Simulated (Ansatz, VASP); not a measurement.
**ZnCu2SnSe4 in VASP and in Ansatz**

```
Sn Se Cu Zn
1.0
     0.00000    5.76198    0.00000
     5.76198    0.00000    0.00000
     2.88099    2.88099   -5.76535
Sn Se Cu Zn
1 4 2 1
Cartesian
  2.8810 2.8810 0.0000
  4.3762 4.3762 -1.5598
  7.2572 4.2668 -4.2056
  1.3858 1.3858 -1.5598
  4.2668 7.2572 -4.2056
  2.8810 5.7620 -2.8827
  5.7620 2.8810 -2.8827
  0.0000 0.0000 0.0000
```

Alike in both runs: functional PBE; k mesh 6 × 6 × 6; occupations fermi-dirac, width 0.02 eV; no spin polarisation.

Ansatz relaxed the structure, and its values are those at the end. VASP's run is a single point on that final structure, the one shown.

```csv
,VASP,Ansatz
version,VASP 6.6.1,Ansatz 0.2.0
potentials or method,"VASP PAW PBE potentials, release 64 (Sn_d, Se, Cu, Zn), cutoff 600 eV",PAW plane waves
valence electrons in the cell,72,128
```

|  | VASP | Ansatz | Ansatz less VASP |
| --- | --- | --- | --- |
| gap on the k mesh at the Fermi level (eV) | none | none | - |
| pressure (GPa) | 0.2 | 0.0 | -0.16 |
| rms of the force components (eV/Å) | 0.006 | 0.002 | -0.0048 |

A gap of «none» marks a metal or a gap that the smearing closes. The functional is the same, so the differences come from potentials, cutoffs and numerics. VASP's potentials hold 72 valence electrons a cell and Ansatz's 128, so a difference there can come from the potentials and not from the codes.
